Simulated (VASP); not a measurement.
Input of a VASP 6.6.1 run:

File INCAR:

```
SYSTEM = AlN
PREC = Accurate ; ENCUT = 520
EDIFF = 1E-6 ; ISMEAR = 0
SIGMA = 0.05 ; LREAL = .FALSE.
LASPH = .TRUE. ; NELM = 100
ALGO = Normal ; ISIF = 2
LWAVE = .FALSE. ; LCHARG = .FALSE.
GGA = PS ; NBANDS = 16
```

File KPOINTS:

```
Automatic mesh
0
G
  9 9 6
  0 0 0
```

File POSCAR:

```
AlN
1.0
    3.3412000000      0.0000000000      0.0000000000
   -1.6706000000      2.8935640791      0.0000000000
    0.0000000000      0.0000000000      4.0998000000
Al N
2 2
Direct
    0.3333333333      0.6666666667      0.7500000000
    0.6666666667      0.3333333333      0.2500000000
    0.3333333333      0.6666666667      0.2500000000
    0.6666666667      0.3333333333      0.7500000000
```

Potentials or basis: VASP PAW PBE potentials, release 64 (Al, N).

The run is started by

```bash
$ cat potpaw_PBE.64/Al/POTCAR potpaw_PBE.64/N/POTCAR > POTCAR
$ mpirun -np 1 vasp_std > vasp.out
```

Task: What does it give for the pressure?

Result: -3.3 GPa.

Task: Estimate the band gap on the k mesh.

Result: 3.30 eV, direct.

Stress tensor (GPa, compression positive):
```
-4.86  0.00  0.00
 0.00 -4.86  0.00
 0.00  0.00 -0.17
```

Caveat: the PAW data sets were made with another functional, which shifts forces and pressure a little.
